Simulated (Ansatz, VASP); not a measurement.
# One calculation of SiO2, two programs

INCAR

```
SYSTEM = SiO2
ALGO = Normal ; EDIFF = 1E-6
ENCUT = 520 ; GGA = PS
ISIF = 2 ; ISMEAR = -1
LASPH = .True. ; LCHARG = .False.
LREAL = .False. ; LWAVE = .False.
NBANDS = 25 ; NELM = 100
PREC = Accurate ; SIGMA = 0.03
```

Contents of KPOINTS:

```
k-points
0
Gamma
  7 7 7
  0 0 0
```

File POSCAR:

```
SiO2
1.0
   -2.3581162984      2.3581162984      3.7188717261
    2.3581162984     -2.3581162984      3.7188717261
    2.3581162984      2.3581162984     -3.7188717261
Si O
2 4
Direct
    0.0000000000      0.0000000000      0.0000000000
    0.7500000000      0.2500000000      0.5000000000
    0.9983800000      0.6250000000      0.8733800000
    0.3750000000      0.2483800000      0.3733800000
    0.7516200000      0.1250000000      0.1266200000
    0.8750000000      0.0016200000      0.6266200000
```

Input for Ansatz:

```yaml
crystal:
  lattice:
    - [-2.3581162984, 2.3581162984, 3.7188717261]
    - [2.3581162984, -2.3581162984, 3.7188717261]
    - [2.3581162984, 2.3581162984, -3.7188717261]
  atoms:
    - { symbol: Si, position: [0.0, 0.0, 0.0] }
    - { symbol: Si, position: [0.75, 0.25, 0.5] }
    - { symbol: O, position: [0.99838, 0.625, 0.87338] }
    - { symbol: O, position: [0.375, 0.24838, 0.37338] }
    - { symbol: O, position: [0.75162, 0.125, 0.12662] }
    - { symbol: O, position: [0.875, 0.00162, 0.62662] }
kpoints:
  mp_grid: { grid: [7, 7, 7] }
  band_path:
    path:
      - [0.0, 0.0, 0.0]
      - [0.0, 0.0, 0.5]
      - [0.25, 0.25, 0.25]
      - [0.0, 0.5, 0.0]
      - [0.0, 0.0, 0.0]
      - [0.5, 0.5, -0.5]
      - [0.350518975, 0.649481025, -0.350518975]
      - [-0.350518975, 0.350518975, 0.350518975]
      - [0.0, 0.0, 0.0]
    npoints: 5
scf:
  occupations: { method: fermi_dirac, width: 0.03 }
hamiltonian:
  xc: pbesol
  pseudopotentials: { kind: all_electron, lapw: { basis_error: 0.001 } }
output:
  forces: true
  stress: true
  eigenvalues: true
```

Change from the starting cell: volume scaled by 0.98.

Alike in both runs: task single point; functional PBEsol; k mesh 7 × 7 × 7; occupations fermi-dirac, width 0.03 eV; no spin polarisation.

|  | VASP | Ansatz |
| --- | --- | --- |
| version | VASP 6.6.1 | Ansatz 0.2.0 |
| potentials or method | VASP PAW PBE potentials, release 64 (Si, O), cutoff 520 eV | all-electron LAPW, scalar-relativistic |

Ansatz gave:

* gap on the k mesh at the Fermi level (eV): 6.11
* pressure (GPa): 4.6
* traceless stress, the component that is largest in VASP (GPa): -1.30
* rms of the force components (eV/Å): 0.120

Question: Estimate VASP's values.

Answer: gap on the k mesh at the Fermi level (eV): 6.10; pressure (GPa): 5.3; traceless stress, the component that is largest in VASP (GPa): -1.22; rms of the force components (eV/Å): 0.140.

VASP's potentials were made for PBE, not for PBEsol. Atom by atom the forces differ by 0.019 eV/Å (rms over components). Ansatz ran all-electron here, and VASP with PAW potentials.
